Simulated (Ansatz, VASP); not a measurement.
## NaI in VASP and in Ansatz

File POSCAR:

```
NaI
1.0
    0.0000000000      3.1393080000      3.2849460000
    3.1393080000      0.0000000000      3.2849460000
    3.1393080000      3.1393080000      0.0000000000
Na I
1 1
Direct
    0.0000000000      0.0000000000      0.0000000000
    0.5000000000      0.5000000000      0.5000000000
```

Contents of INCAR.step1:

```
SYSTEM = NaI
  PREC = Accurate
  ENCUT = 520
  ISMEAR = 0
  SIGMA = 0.05
  LREAL = .FALSE.
  LASPH = .TRUE.
  NELM = 60
  NBANDS = 14
  GGA = PE
  ALGO = Normal
  EDIFF = 1E-4
  LWAVE = .TRUE.
  LCHARG = .FALSE.
```

INCAR.step2

```
SYSTEM = NaI
  PREC = Accurate
  ENCUT = 520
  EDIFF = 1E-6
  ISMEAR = 0
  SIGMA = 0.05
  LREAL = .FALSE.
  LASPH = .TRUE.
  NELM = 60
  ALGO = Normal
  ISIF = 2
  LWAVE = .FALSE.
  LCHARG = .TRUE.
  METAGGA = R2SCAN
  LMIXTAU = .TRUE.
  LELF = .TRUE.
  LVHAR = .TRUE.
  NBANDS = 14
  ISTART = 1
```

KPOINTS

```
Automatic mesh
0
G
  6 6 6
  0 0 0
```

Input for Ansatz:

```yaml
crystal:
  lattice:
    - [0.0, 3.139308, 3.284946]
    - [3.139308, 0.0, 3.284946]
    - [3.139308, 3.139308, 0.0]
  atoms:
    - { symbol: Na, position: [0.0, 0.0, 0.0] }
    - { symbol: I, position: [0.5, 0.5, 0.5] }
basis:
  ecutwfc: 500
kpoints:
  mp_grid: { grid: [6, 6, 6] }
hamiltonian:
  xc: r2scan
scf:
  occupations: { method: gaussian, width: 0.05 }
output:
  forces: true
  stress: true
  eigenvalues: true
```

Change from the starting cell: strain -0.030 along x and y, +0.015 along z, atoms carried along.

Alike in both runs: task single point; functional r2SCAN; k mesh 6 × 6 × 6; occupations gaussian, width 0.05 eV; no spin polarisation.

```csv
,VASP,Ansatz
version,VASP 6.6.1,Ansatz 0.2.0
potentials or method,"VASP PAW PBE potentials, release 64 (Na_pv, I), cutoff 520 eV","scalar-relativistic, plane waves, PAW"
valence electrons in the cell,14,26
```

|  | VASP | Ansatz | Ansatz less VASP |
| --- | --- | --- | --- |
| gap on the k mesh at the Fermi level (eV) | 4.56 | 4.55 | -0.009 |
| least direct gap on the mesh (eV) | 4.56 | 4.55 | -0.009 |
| pressure (GPa) | 0.8 | 0.9 | +0.10 |
| traceless stress, the component that is largest in VASP (GPa) | -0.97 | -0.98 | -0.011 |

VASP's potentials were made for PBE, not for r2SCAN. With one functional, cell and mesh, what is left measures potentials, basis and numerics. VASP's potentials hold 14 valence electrons a cell and Ansatz's 26, so a difference there can come from the potentials and not from the codes.

Spin-orbit coupling is off throughout.
